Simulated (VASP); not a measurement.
# SrTiO3 (I4/mcm) in VASP: relaxation of shape and atoms at fixed volume with PBE

Aim: the relaxation of shape and atoms at fixed volume of SrTiO3 with PBE.

Program: VASP 6.6.1. These are calculated values, not measurements. Logs are shortened: lines on timing, memory, paths and dates and some standing lists are left out, and cuts for length are marked.

### 1 The cell of the first run

Symmetry: I4/mcm, No. 140, tetragonal system. The conventional cell has a = 5.667 Å, b = 5.667 Å, c = 8.041 Å, α = 90.00°, β = 90.00°, γ = 90.00°. Sr (site symmetry -42m) has 12 O at 2.74 to 2.94 Å and 8 Ti at 3.47 Å within 3.6 Å. Within 2.7 Å of Ti (site symmetry 4/m) lie 6 O at 2.01 Å. Within 2.7 Å of O (site symmetry 422) lie 2 Ti at 2.01 Å. O (site symmetry m2m) has 2 Ti at 2.01 Å and 4 Sr at 2.74 to 2.94 Å and 8 O at 2.84 Å within 3.0 Å.

### 2 Relaxation of shape and atoms at fixed volume, PBE (12.91 Å³/atom)

The input, INCAR:

```
SYSTEM = SrTiO3
PREC = Accurate ; ENCUT = 600
EDIFF = 1E-6 ; ISMEAR = 0
SIGMA = 0.02 ; LREAL = .False.
LASPH = .True. ; NELM = 100
ALGO = Normal ; ISIF = 4
LWAVE = .False. ; LCHARG = .False.
GGA = PE ; IBRION = 2
NSW = 50 ; EDIFFG = -0.01
```

The input, KPOINTS:

```
Automatic mesh
0
Gamma
  8 8 8
  0 0 0
```

The input, POSCAR:

```
SrTiO3
1.0
   -2.8334205608      2.8334205608      4.0203580270
    2.8334205608     -2.8334205608      4.0203580270
    2.8334205608      2.8334205608     -4.0203580270
Sr Ti O
2 2 6
Direct
    0.7500000000      0.2500000000      0.5000000000
    0.2500000000      0.7500000000      0.5000000000
    0.0000000000      0.0000000000      0.0000000000
    0.5000000000      0.5000000000      0.0000000000
    0.2500000000      0.2500000000      0.0000000000
    0.7500000000      0.7500000000      0.0000000000
    0.7315854983      0.2315854983      0.9631709967
    0.2315854983      0.2684145017      0.5000000000
    0.2684145017      0.7684145017      0.0368290033
    0.7684145017      0.7315854983      0.5000000000
```

Potentials or basis: VASP PAW PBE potentials, release 64 (Sr_sv, Ti_sv, O).

On the command line:

```bash
$ cat potpaw_PBE.64/Sr_sv/POTCAR potpaw_PBE.64/Ti_sv/POTCAR potpaw_PBE.64/O/POTCAR > POTCAR
$ mpirun -np 1 vasp_std > vasp.out
```

OUTCAR:

```text
SYSTEM = SrTiO3
   PREC = Accurate
   ENCUT = 600
   EDIFF = 1E-6
   ISMEAR = 0
   LREAL = .False.
   LASPH = .True.
   NELM = 100
   ISIF = 4
   GGA = PE
   IBRION = 2
   NSW = 50
   EDIFFG = -0.01

 ion  position               nearest neighbor table
   1  0.750  0.250  0.500-   9 2.74   8 2.74  10 2.74   7 2.74   5 2.83   6 2.83   6 2.83   5 2.83
                             7 2.94   9 2.94   8 2.94  10 2.94   4 3.47   3 3.47   3 3.47   4 3.47
   2  0.250  0.750  0.500-   7 2.74   8 2.74  10 2.74   9 2.74   5 2.83   6 2.83   5 2.83   6 2.83
                             9 2.94   7 2.94  10 2.94   8 2.94   3 3.47   4 3.47   4 3.47   3 3.47
   3  0.000  0.000  0.000-   7 2.01   9 2.01   8 2.01  10 2.01   5 2.01   6 2.01   1 3.47   2 3.47
                             1 3.47   2 3.47   2 3.47   2 3.47   1 3.47   1 3.47
   4  0.500  0.500  0.000-   7 2.01   9 2.01  10 2.01   8 2.01   5 2.01   6 2.01   2 3.47   1 3.47
                             2 3.47   1 3.47   2 3.47   2 3.47   1 3.47   1 3.47
   5  0.250  0.250  0.000-   3 2.01   4 2.01   1 2.83   2 2.83   2 2.83   1 2.83
   6  0.750  0.750  0.000-   3 2.01   4 2.01   1 2.83   2 2.83   1 2.83   2 2.83
   7  0.732  0.232  0.963-   3 2.01   4 2.01   2 2.74   1 2.74   1 2.94   2 2.94
   8  0.232  0.268  0.500-   4 2.01   3 2.01   1 2.74   2 2.74   1 2.94   2 2.94
   9  0.268  0.768  0.037-   3 2.01   4 2.01   1 2.74   2 2.74   2 2.94   1 2.94
  10  0.768  0.732  0.500-   3 2.01   4 2.01   1 2.74   2 2.74   1 2.94   2 2.94

  LATTYP: Found a body centered tetragonal cell.
 ALAT       =     5.6668411216
 C/A-ratio  =     1.4189062092

  Lattice vectors:

 A1 = (  -2.8334205608,   2.8334205608,   4.0203580270)
 A2 = (   2.8334205608,  -2.8334205608,   4.0203580270)
 A3 = (   2.8334205608,   2.8334205608,  -4.0203580270)

Analysis of symmetry for initial positions (statically):
=====================================================================
 Subroutine PRICEL returns:
 Original cell was already a primitive cell.

 Routine SETGRP: Setting up the symmetry group for a
 body centered tetragonal supercell.

 Subroutine GETGRP returns: Found 16 space group operations
 (whereof  8 operations were pure point group operations)
 out of a pool of 16 trial point group operations.

The static configuration has the point symmetry C_4h.
 The point group associated with its full space group is D_4h.

Analysis of symmetry for dynamics (positions and initial velocities):
=====================================================================
 Subroutine PRICEL returns:
 Original cell was already a primitive cell.

 Routine SETGRP: Setting up the symmetry group for a
 body centered tetragonal supercell.

 Subroutine GETGRP returns: Found 16 space group operations
 (whereof  8 operations were pure point group operations)
 out of a pool of 16 trial point group operations.

The dynamic configuration has the point symmetry C_4h.
 The point group associated with its full space group is D_4h.

 Subroutine INISYM returns: Found 16 space group operations
 (whereof  8 operations are pure point group operations),
 and found     1 'primitive' translations

----------------------------------------------------------------------------------------

                                     Primitive cell

  volume of cell :     129.1061

  direct lattice vectors                    reciprocal lattice vectors
    -2.833420561  2.833420561  4.020358027     0.000000000  0.176465156  0.124367033
     2.833420561 -2.833420561  4.020358027     0.176465156  0.000000000  0.124367033
     2.833420561  2.833420561 -4.020358027     0.176465156  0.176465156  0.000000000

  length of vectors
     5.676250771  5.676250771  5.676250771     0.215886799  0.215886799  0.249559416

  position of ions in fractional coordinates (direct lattice)
     0.750000000  0.250000000  0.500000000
     0.250000000  0.750000000  0.500000000
     0.000000000  0.000000000  0.000000000
     0.500000000  0.500000000  0.000000000
     0.250000000  0.250000000  0.000000000
     0.750000000  0.750000000  0.000000000
     0.731585498  0.231585498  0.963170997
     0.231585498  0.268414502  0.500000000
     0.268414502  0.768414502  0.036829003
     0.768414502  0.731585498  0.500000000

  ion indices of the primitive-cell ions
   primitive index   ion index
                 1           1
                 2           2
                 3           3
                 4           4
                 5           5
                 6           6
                 7           7
                 8           8
                 9           9
                10          10

----------------------------------------------------------------------------------------

 KPOINTS: Automatic mesh

Automatic generation of k-mesh.
 Grid dimensions read from file:
 generate k-points for:    8    8    8

 Generating k-lattice:

  Cartesian coordinates                     Fractional coordinates (reciprocal lattice)
     0.000000000  0.022058144  0.015545879     0.125000000  0.000000000  0.000000000
     0.022058144  0.000000000  0.015545879     0.000000000  0.125000000  0.000000000
     0.022058144  0.022058144  0.000000000     0.000000000  0.000000000  0.125000000

  Length of vectors
     0.026985850  0.026985850  0.031194927

  Shift w.r.t. Gamma in fractional coordinates (k-lattice)
     0.000000000  0.000000000  0.000000000

 Subroutine IBZKPT returns following result:
 ===========================================

 Found     59 irreducible k-points:

 Following reciprocal coordinates:
            Coordinates               Weight
  0.000000  0.000000  0.000000      1.000000
  0.125000 -0.000000  0.000000      8.000000
  0.250000 -0.000000  0.000000      8.000000
  0.375000 -0.000000  0.000000      8.000000
  0.500000 -0.000000  0.000000      4.000000
  0.125000  0.125000  0.000000      8.000000
[... 16 lines left out ...]
  0.250000  0.125000  0.125000     16.000000
  0.375000  0.125000  0.125000      8.000000
 [... further k-points ...]
   k-points           NKPTS =     59   k-points in BZ     NKDIM =     59   number of bands    NBANDS=     48
   number of dos      NEDOS =    301   number of ions     NIONS =     10
   total plane-waves  NPLWV = 110592
   dimension x,y,z NGX =    48 NGY =   48 NGZ =   48
   dimension x,y,z NGXF=    96 NGYF=   96 NGZF=   96
   ions per type =               2   2   6
   NGX,Y,Z   is equivalent  to a cutoff of  14.06, 14.06, 14.06 a.u.
   NGXF,Y,Z  is equivalent  to a cutoff of  28.12, 28.12, 28.12 a.u.
 SYSTEM =  SrTiO3
   PREC   = accura    normal or accurate (medium, high low for compatibility)
   ISTART =      0    job   : 0-new  1-cont  2-samecut
   ICHARG =      2    charge: 1-file 2-atom 10-const
   ISPIN  =      1    spin polarized calculation?
   LNONCOLLINEAR =      F non collinear calculations
   LSORBIT =      F    spin-orbit coupling
   LASPH  =      T    aspherical Exc in radial PAW
   ENCUT  =  600.0 eV  44.10 Ry    6.64 a.u.  11.34 11.34 11.34*2*pi/ulx,y,z
   NELM   =    100;   NELMIN=  2; NELMDL= -5     # of ELM steps
   EDIFF  = 0.1E-05   stopping-criterion for ELM
   LREAL  =      F    real-space projection
   EDIFFG = -.1E-01   stopping-criterion for IOM
   NSW    =     50    number of steps for IOM
   IBRION =      2    ionic relax: 0-MD 1-quasi-New 2-CG
   NFREE  =      1    steps in history (QN), initial steepest desc. (CG)
   ISIF   =      4    stress and relaxation
   ISYM   =      2    0-nonsym 1-usesym 2-fastsym
   POTIM  = 0.5000    time-step for ionic-motion
   TEBEG  =    0.0;   TEEND  =   0.0 temperature during run
   PSTRESS=    0.0 pullay stress
   NELECT =      80.0000    total number of electrons
   NUPDOWN=      -1.0000    fix difference up-down
   EMIN   =  10.00;   EMAX   =-10.00  energy-range for DOS
   EFERMI =   0.00;   METHOD = LEGACY
   ISMEAR =     0;   SIGMA  =   0.02  broadening in eV -4-tet -1-fermi 0-gaus
   EFERMI_NEDOS =   21; number of points for ismear=-14 and -15
   IALGO  =     38    algorithm
   IMIX   =      4    mixing-type and parameters
     AMIX     =   0.40;   BMIX     =  1.00
     AMIX_MAG =   1.60;   BMIX_MAG =  1.00
  volume/ion in A,a.u.               =      12.91        87.13
  Fermi-wavevector in a.u.,A,eV,Ry     =   1.395691  2.637473 26.503508  1.947953
  Thomas-Fermi vector in A             =   2.519118
   LORBIT       =      0    0 simple, 1 ext, 2 COOP (PROOUT), +10 PAW based schemes
   GGA     = PE    functional components
   LHFCALC =     F    Hartree Fock is set to
   AEXX    =    0.0000 exact exchange contribution
   IVDW    =     0    specifies the selected vdW correction
   LEPSILON=     F    determine dielectric tensor
   LRPA    =     F    only Hartree local field effects (RPA)
 conjugate gradient relaxation of ions
 non-spin polarized calculation
 Gauss-broadening in eV      SIGMA  =   0.02
  energy-cutoff  :      600.00
  volume of cell :      129.11
 maximum number of plane-waves:      4334
 NGX is ok and might be reduce to    48
   NGX = 23   NGY = 23   NGZ = 23

--------------------------------------- Ionic step        1  -------------------------------------------

 number of electron      79.9999999 magnetization

 Free energy of the ion-electron system (eV)
  ---------------------------------------------------
  ext. energy  EPLUGINS =         0.00000000
  ---------------------------------------------------
  free energy    TOTEN  =       -80.05264755 eV

  energy without entropy =      -80.05264755  energy(sigma->0) =      -80.05264755

------------------------ aborting loop because EDIFF is reached ----------------------------------------

  FORCE on cell =-STRESS in cart. coord.  units (eV):
  Direction    XX          YY          ZZ          XY          YZ          ZX
  --------------------------------------------------------------------------------------
  -------------------------------------------------------------------------------------
  Total       -6.7422501     -6.7422501     -6.8161635      0.0000000      0.0000000      0.0000000
  in kB      -83.6697816    -83.6697816    -84.5870303      0.0000000      0.0000000      0.0000000
  external PRESSURE =     -83.9755311 kB  Pullay stress =       0.0000000 kB
[... 337 lines left out ...]
  energy  without entropy=      -80.0533085225  energy(sigma->0) =      -80.05330852

--------------------------------------- Ionic step        9  -------------------------------------------

 number of electron      80.0000007 magnetization

 Free energy of the ion-electron system (eV)
  ---------------------------------------------------
  ext. energy  EPLUGINS =         0.00000000
  ---------------------------------------------------
  free energy    TOTEN  =       -80.05367015 eV

  energy without entropy =      -80.05367015  energy(sigma->0) =      -80.05367015

 E-fermi :   3.6720     XC(G=0): -10.8505

 val. band max:        3.4779105588   @ k =   0.0000   0.0000   0.0000
 cond. band min:       5.2220174351   @ k =   0.0000   0.0000   0.0000
 fundamental gap:      1.7441068762
 Fermi energy:         3.6719927027

 k-point     1 :       0.0000    0.0000    0.0000
  band No.  band energies     occupation
      1     -53.2922      2.00000
      2     -53.2894      2.00000
      3     -29.5352      2.00000
      4     -29.5326      2.00000
      5     -29.5326      2.00000
      6     -29.4915      2.00000
[... 1213 lines left out ...]
     47       8.3560      0.00000
     48       8.3560      0.00000

 [... further k-points ...]

------------------------ aborting loop because EDIFF is reached ----------------------------------------

  FORCE on cell =-STRESS in cart. coord.  units (eV):
  Direction    XX          YY          ZZ          XY          YZ          ZX
  --------------------------------------------------------------------------------------
  -------------------------------------------------------------------------------------
  Total       -6.7236667     -6.7236667     -6.5887242      0.0000000      0.0000000      0.0000000
  in kB      -83.4391665    -83.4391665    -81.7645609      0.0000000      0.0000000      0.0000000
  external PRESSURE =     -82.8809647 kB  Pullay stress =       0.0000000 kB
[... 25 lines left out ...]
  FREE ENERGIE OF THE ION-ELECTRON SYSTEM (eV)
  ---------------------------------------------------
  free  energy   TOTEN  =       -80.0536701530 eV

  energy  without entropy=      -80.0536701530  energy(sigma->0) =      -80.05367015

 reached required accuracy - stopping structural energy minimisation
```

It took 67 min on 1 thread of Oxide Virtual Turin-like, shared host; peak memory 0.58 GiB.

What came out:

```
Free energy                  : -80.0537 eV
Energy gained by relaxing    : 0.1 meV/atom
Ionic steps                  : 9
Pressure after relaxing      : -8.3 GPa
Largest force after relaxing : 0.009 eV/Å
Band gap on the k mesh       : 1.74 eV
```

Forces in eV/Å, atoms in the order of the input:
```
Sr   0.000  0.000  0.000
Sr   0.000  0.000  0.000
Ti   0.000  0.000  0.000
Ti   0.000  0.000  0.000
O    0.000  0.000  0.000
O    0.000  0.000  0.000
O    0.007  0.007  0.000
O   -0.007  0.007  0.000
O   -0.007 -0.007  0.000
O    0.007 -0.007  0.000
```

The path:
| step | energy change (eV) | largest force (eV/Å) | pressure (GPa) | volume (Å³) |
| --- | --- | --- | --- | --- |
| 1 | 0.0000 | 0.0174 | -8.40 | 129.11 |
| 2 | -0.0001 | 0.0173 | -8.32 | 129.11 |
| 3 | -0.0002 | 0.0166 | -8.33 | 129.11 |
| 4 | -0.0002 | 0.0159 | -8.31 | 129.11 |
| 5 | -0.0003 | 0.0170 | -8.31 | 129.11 |
| 6 | -0.0003 | 0.0161 | -8.31 | 129.11 |
| 7 | -0.0004 | 0.0149 | -8.31 | 129.11 |
| 8 | -0.0007 | 0.0140 | -8.30 | 129.11 |
| 9 | -0.0010 | 0.0095 | -8.29 | 129.11 |

Final structure:
```cif
data_structure
_symmetry_space_group_name_H-M 'P 1'
_symmetry_Int_Tables_number 1
_cell_length_a 5.6741
_cell_length_b 5.6741
_cell_length_c 5.6741
_cell_angle_alpha 120.035
_cell_angle_beta 120.035
_cell_angle_gamma 89.940
_cell_volume 129.11
loop_
_atom_site_label
_atom_site_type_symbol
_atom_site_fract_x
_atom_site_fract_y
_atom_site_fract_z
_atom_site_occupancy
Sr1 Sr 0.75000 0.25000 0.50000 1
Sr2 Sr 0.25000 0.75000 0.50000 1
Ti1 Ti 0.00000 0.00000 0.00000 1
Ti2 Ti 0.50000 0.50000 0.00000 1
O1 O 0.25000 0.25000 0.00000 1
O2 O 0.75000 0.75000 0.00000 1
O3 O 0.73405 0.23405 0.96810 1
O4 O 0.23405 0.26595 0.50000 1
O5 O 0.26595 0.76595 0.03190 1
O6 O 0.76595 0.73405 0.50000 1
```

Levels at points of the mesh, in eV from the valence-band top:
```
           k point  band 37  band 38  band 39  band 40  band 41  band 42  band 43  band 44
(0.00, 0.00, 0.00)    -0.36    -0.06     0.00     0.00     1.74     1.74     1.75     3.66
(0.50, 0.00, 0.00)    -0.76    -0.76    -0.53    -0.53     3.01     3.01     3.07     3.07
(0.50, 0.50, 0.00)    -1.38    -0.70    -0.70    -0.06     1.86     3.35     3.36     3.37
(0.50, 0.50, 0.50)    -1.44    -0.68    -0.68    -0.08     1.88     3.33     3.33     3.45
```
